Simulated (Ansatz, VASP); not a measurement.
**NaH: VASP beside Ansatz**

```xyz
2
Lattice="0.0535 2.4511 2.4511 2.4511 0.0535 2.4511 2.4511 2.4511 0.0535" Properties=species:S:1:pos:R:3 pbc="T T T"
Na    0.0000    0.0000    0.0000
H     2.4778    2.4778    2.4778
```

Change from the starting cell: shear_111 strain +3.4%.

Alike in both runs: task single point; functional HSE06; k mesh 6 × 6 × 6; no spin polarisation.

|  | VASP | Ansatz |
| --- | --- | --- |
| version | VASP 6.6.1 | Ansatz 0.2.0 |
| potentials or method | VASP PAW PBE potentials, release 64 (Na_pv, H) | plane waves, PAW |
| plane-wave cutoff (eV) | 520 | 420 |
| occupations | gaussian, width 0.01 eV | fixed |
| valence electrons in the cell | 8 | 10 |

|  | VASP | Ansatz | Ansatz less VASP |
| --- | --- | --- | --- |
| gap on the k mesh at the Fermi level (eV) | 4.62 | 4.63 | +0.006 |
| pressure (GPa) | -0.6 | -0.6 | 0.00 |
| traceless stress, the component that is largest in VASP (GPa) | -0.54 | -0.53 | +0.002 |

VASP's potentials hold 8 valence electrons a cell and Ansatz's 10, so a difference there can come from the potentials and not from the codes. Ansatz's warnings: stress exchange threshold loose, stress scf threshold loose.
